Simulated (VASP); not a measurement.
# Mg4H in VASP: notebook

The runs below take Mg4H through single point, with PBEsol.

All numbers are computed with VASP 6.6.1; they aren't measurements. Logs are shortened: lines on timing, memory, paths and dates and some standing lists are left out, and cuts for length are marked.

## Step 1: The cell of the first run

The cell holds a slab with vacuum, 5 atoms: a = 3.184 Å, b = 3.184 Å, c = 26.708 Å, α = 90.00°, β = 90.00°, γ = 120.00°.

## Step 2: Single point, PBEsol

INCAR

```
SYSTEM = Mg4H
ALGO = Normal
DIPOL = 0.5 0.5 0.514
EDIFF = 1E-6
ENCUT = 520
GGA = PS
IDIPOL = 3
ISIF = 2
ISMEAR = 0
LASPH = .TRUE.
LCHARG = .FALSE.
LDIPOL = .TRUE.
LREAL = .FALSE.
LWAVE = .FALSE.
NBANDS = 12
NELM = 80
PREC = Accurate
SIGMA = 0.1
```

KPOINTS

```
k-points
0
G
  9 9 1
  0 0 0
```

POSCAR

```
Mg4H
1.0
    3.1837023370      0.0000000000      0.0000000000
   -1.5918511685      2.7571671019      0.0000000000
    0.0000000000      0.0000000000     26.7081898776
Mg H
4 1
Direct
    0.6666666667      0.3333333333      0.3182544395
    0.3333333333      0.6666666666      0.4146106426
    0.6666666667      0.3333333333      0.5090329198
    0.3333333333      0.6666666666      0.6065324327
    0.3333333333      1.1666666666      0.7195459069
```

Potentials or basis: VASP PAW PBE potentials, release 64 (Mg, H).

Command:

```console
cat potpaw_PBE.64/Mg/POTCAR potpaw_PBE.64/H/POTCAR > POTCAR
mpirun -np 1 vasp_std > vasp.out
```

OUTCAR:

```text
SYSTEM = Mg4H
   EDIFF = 1E-6
   ENCUT = 520
   GGA = PS
   ISIF = 2
   ISMEAR = 0
   LASPH = .TRUE.
   LREAL = .FALSE.
   NELM = 80
   PREC = Accurate

 ion  position               nearest neighbor table
   1  0.667  0.333  0.318-   2 3.16   2 3.16   2 3.16
   2  0.333  0.667  0.415-   3 3.12   3 3.12   3 3.12   1 3.16   1 3.16   1 3.16
   3  0.667  0.333  0.509-   2 3.12   2 3.12   2 3.12   4 3.19   4 3.19   4 3.19
   4  0.333  0.667  0.607-   3 3.19   3 3.19   3 3.19
   5  0.333  0.167  0.720-

  LATTYP: Found a hexagonal cell.
 ALAT       =     3.1837023370
 C/A-ratio  =     8.3890348564

  Lattice vectors:

 A1 = (   3.1837023370,   0.0000000000,   0.0000000000)
 A2 = (  -1.5918511685,   2.7571671019,   0.0000000000)
 A3 = (   0.0000000000,   0.0000000000,  26.7081898776)

Analysis of symmetry for initial positions (statically):
=====================================================================
 Subroutine PRICEL returns:
 Original cell was already a primitive cell.

 Routine SETGRP: Setting up the symmetry group for a
 hexagonal supercell.

 Subroutine GETGRP returns: Found  2 space group operations
 (whereof  2 operations were pure point group operations)
 out of a pool of 24 trial point group operations.

The static configuration has the point symmetry C_1h.

Analysis of symmetry for dynamics (positions and initial velocities):
=====================================================================
 Subroutine PRICEL returns:
 Original cell was already a primitive cell.

 Routine SETGRP: Setting up the symmetry group for a
 hexagonal supercell.

 Subroutine GETGRP returns: Found  2 space group operations
 (whereof  2 operations were pure point group operations)
 out of a pool of 24 trial point group operations.

The dynamic configuration has the point symmetry C_1h.

 Subroutine INISYM returns: Found  2 space group operations
 (whereof  2 operations are pure point group operations),
 and found     1 'primitive' translations

----------------------------------------------------------------------------------------

                                     Primitive cell

  volume of cell :     234.4445

  direct lattice vectors                    reciprocal lattice vectors
     3.183702337  0.000000000  0.000000000     0.314099716  0.181345556  0.000000000
    -1.591851169  2.757167102  0.000000000     0.000000000  0.362691111  0.000000000
     0.000000000  0.000000000 26.708189878     0.000000000  0.000000000  0.037441699
[... 108 lines left out ...]
     AMIX     =   0.40;   BMIX     =  1.00
     AMIX_MAG =   1.60;   BMIX_MAG =  1.00
  volume/ion in A,a.u.               =      46.89       316.42
  Fermi-wavevector in a.u.,A,eV,Ry     =   0.552258  1.043617  4.149632  0.304989
  Thomas-Fermi vector in A             =   1.584620
   LORBIT       =      0    0 simple, 1 ext, 2 COOP (PROOUT), +10 PAW based schemes
   GGA     = PS    functional components
   LHFCALC =     F    Hartree Fock is set to
   AEXX    =    0.0000 exact exchange contribution
   IVDW    =     0    specifies the selected vdW correction
   LEPSILON=     F    determine dielectric tensor
   LRPA    =     F    only Hartree local field effects (RPA)
 non-spin polarized calculation
 Gauss-broadening in eV      SIGMA  =   0.10
  energy-cutoff  :      520.00
  volume of cell :      234.44
 maximum number of plane-waves:      6354
   NGX = 11   NGY = 11   NGZ = 99

 number of electron       9.0000000 magnetization

 dipolmoment           0.000000      0.000000      0.125930 electrons x Angstroem

 Free energy of the ion-electron system (eV)
  ---------------------------------------------------
  ext. energy  EPLUGINS =         0.00000000
  ---------------------------------------------------
  free energy    TOTEN  =        -7.09730705 eV

  energy without entropy =       -7.08623630  energy(sigma->0) =       -7.09177167

 E-fermi :  -2.0811     XC(G=0):  -4.3632

 val. band max:       -2.1094172035   @ k =   0.4444  -0.0000   0.0000
 cond. band min:      -2.0023711989   @ k =   0.4444   0.1111   0.0000
 fundamental gap:      0.1070460046
 Fermi energy:        -2.0811147764

 k-point     1 :       0.0000    0.0000    0.0000
  band No.  band energies     occupation
      1      -8.7118      2.00000
      2      -7.8763      2.00000
      3      -6.5627      2.00000
      4      -4.8562      2.00000
      5      -3.8073      2.00000
      6      -2.4386      2.00000
      7      -0.2500      0.00000
      8       1.4209      0.00000
      9       2.4309      0.00000
     10       3.5784      0.00000
     11       4.1050      0.00000
     12       5.2858      0.00000
[... 331 lines left out ...]
 k-point    24 :       0.4444    0.3333    0.0000
  band No.  band energies     occupation
      1      -4.1847      2.00000
      2      -3.3957      2.00000
      3      -2.2892      1.99674
      4      -2.1627      1.75160
      5      -1.6138      0.00000
      6      -1.1635      0.00000
      7      -0.4527      0.00000
      8      -0.0889      0.00000
      9       0.3568      0.00000
     10       1.0235      0.00000
     11       1.5729      0.00000
     12       2.0602      0.00000

 [... further k-points ...]

------------------------ aborting loop because EDIFF is reached ----------------------------------------

 vacuum level on the upper side and lower side of the slab       (xc-potential included)         1.075        -1.455

  FORCE on cell =-STRESS in cart. coord.  units (eV):
  Direction    XX          YY          ZZ          XY          YZ          ZX
  --------------------------------------------------------------------------------------
  -------------------------------------------------------------------------------------
  Total       -1.2517502     -1.4865672     -1.8596666      0.2033575      0.0192170      0.0332848
  in kB       -8.5543746    -10.1590976    -12.7088334      1.3897309      0.1313276      0.2274661
  external PRESSURE =     -10.4741019 kB  Pullay stress =       0.0000000 kB

 VOLUME and BASIS-vectors are now :
 -----------------------------------------------------------------------------
  energy-cutoff  :      520.00
  volume of cell :      234.44
      direct lattice vectors                 reciprocal lattice vectors
     3.183702337  0.000000000  0.000000000     0.314099716  0.181345556  0.000000000
    -1.591851169  2.757167102  0.000000000     0.000000000  0.362691111  0.000000000
     0.000000000  0.000000000 26.708189878     0.000000000  0.000000000  0.037441699

 POSITION                                       TOTAL-FORCE (eV/Angst)
 -----------------------------------------------------------------------------------
      1.59185      0.91906      8.50000        -0.001318     -0.000761     -0.061530
     -0.00000      1.83811     11.07350         0.000257      0.000148      0.026923
      1.59185      0.91906     13.59535        -0.003639     -0.002101      0.045957
     -0.00000      1.83811     16.19938        -0.000273     -0.000157      0.675499
      0.79593      0.45953     19.21777         0.004973      0.002871     -0.686849
 -----------------------------------------------------------------------------------
    total drift:                                0.000017      0.000010     -0.000090

  FREE ENERGIE OF THE ION-ELECTRON SYSTEM (eV)
  ---------------------------------------------------
  free  energy   TOTEN  =        -7.0973070511 eV

  energy  without entropy=       -7.0862362961  energy(sigma->0) =       -7.09177167

 vacuum level on the upper side and lower side of the slab         4.195         1.602
```

stdout:

```text
POSCAR found type information on POSCAR MgH
 POSCAR found :  2 types and       5 ions
 scaLAPACK will be used
 -----------------------------------------------------------------------------
|                                                                             |
|                                                                             |
|     You enforced a specific xc type in the INCAR file but a different       |
|     I HOPE YOU KNOW WHAT YOU ARE DOING!                                     |
|                                                                             |
 -----------------------------------------------------------------------------

 LDA part: xc-table for (Slater+PW92), standard interpolation
 POSCAR, INCAR and KPOINTS ok, starting setup
 FFT: planning ... GRIDC
 FFT: planning ... GRID_SOFT
 FFT: planning ... GRID
 WAVECAR not read
 entering main loop
```

Wall time 84 s (1 thread of Intel Xeon Platinum 8375C at 2.90GHz (Ice Lake), shared host); peak memory 0.35 GiB.

Results:

* Free energy: -7.0973 eV
* Largest force: 0.687 eV/Å

Forces on the atoms (eV/Å):
```
Mg  -0.001 -0.001 -0.062
Mg   0.000  0.000  0.027
Mg  -0.004 -0.002  0.046
Mg   0.000  0.000  0.675
H    0.005  0.003 -0.687
```

Caveat: the PAW data sets were made with another functional, which shifts forces and pressure a little.

## Step 3: Single point, PBEsol

INCAR

```
SYSTEM = Mg4H
ALGO = Normal ; DIPOL = 0.5 0.5 0.521
EDIFF = 1E-7 ; ENCUT = 520
GGA = PS ; IDIPOL = 3
ISIF = 2 ; ISMEAR = 0
LASPH = .TRUE. ; LCHARG = .FALSE.
LDIPOL = .TRUE. ; LREAL = .FALSE.
LWAVE = .FALSE. ; NBANDS = 12
NELM = 80 ; PREC = Accurate
SIGMA = 0.1
```

KPOINTS is that of step 2.

Edit POSCAR of step 2 so:

```diff
@@ -12,2 +12,2 @@
     0.3333333333      0.6666666666      0.6065324327
-    0.3333333333      1.1666666666      0.7195459069
+    0.3333333333      1.1666666666      0.7569876056
```

Potentials or basis: VASP PAW PBE potentials, release 64 (Mg, H).

Command:

```console
cat potpaw_PBE.64/Mg/POTCAR potpaw_PBE.64/H/POTCAR > POTCAR
mpirun -np 1 vasp_std > vasp.out
```

Wall time 1.9 min (1 thread of Intel Xeon Platinum 8375C at 2.90GHz (Ice Lake), shared host); peak memory 0.35 GiB.

The run converged. Its results:

* Free energy: -6.7062 eV
* Largest force: 0.180 eV/Å

Forces in eV/Å, atoms in the order of the input:
```
Mg   0.000  0.000 -0.043
Mg   0.000  0.000  0.040
Mg  -0.001  0.000  0.000
Mg   0.000  0.000  0.180
H    0.001  0.000 -0.177
```

Levels at points of the mesh, in eV from the Fermi level:
```
           k point  band 1  band 2  band 3  band 4  band 5  band 6  band 7  band 8
(0.00, 0.00, 0.00)   -6.65   -5.82   -4.50   -2.68   -1.67   -0.77    1.52    3.26
```

Caveat: the PAW data sets were made with another functional, which shifts forces and pressure a little.
